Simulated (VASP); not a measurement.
Input of a VASP 6.6.1 run:

File INCAR:

```
SYSTEM = ScGaTeSe2
ALGO = Normal
EDIFF = 1E-7
ENCUT = 520
GGA = PE
ISIF = 2
ISMEAR = 0
LASPH = .True.
LCHARG = .False.
LREAL = .False.
LWAVE = .False.
NBANDS = 29
NELM = 80
PREC = Accurate
SIGMA = 0.1
```

File KPOINTS:

```
k-points
0
Gamma
  12 12 8
  0 0 0
```

POSCAR

```
ScGaTeSe2
1.0
    5.0426795084      0.0000000000      0.0000000000
   -2.5213397542      4.3670885574      0.0000000000
    0.0000000000      0.0000000000      5.7269567894
Sc Ga Te Se
1 1 1 2
Direct
    0.3333333333      0.6666666667      0.0000000000
    0.0000000000      0.0000000000      0.0000000000
    0.3333333333      0.6666666667      0.5000000000
    0.6666666667      0.3333333333      0.2359193150
    0.6666666667      0.3333333333      0.7640806850
```

Potentials or basis: VASP PAW PBE potentials, release 64 (Sc_sv, Ga_d, Te, Se).

Command:

```sh
$ cat potpaw_PBE.64/Sc_sv/POTCAR potpaw_PBE.64/Ga_d/POTCAR potpaw_PBE.64/Te/POTCAR potpaw_PBE.64/Se/POTCAR > POTCAR
$ mpirun -np 1 vasp_std > vasp.out
```

(1) What does it give for the pressure?

(2) What does it give for the band gap on the k mesh?

## Answers

(1) 0.1 GPa.

(2) zero (bands 21 and 22 overlap by 0.98 eV).

Caveat: spin-orbit coupling is left out, which moves the levels of the heavy elements.
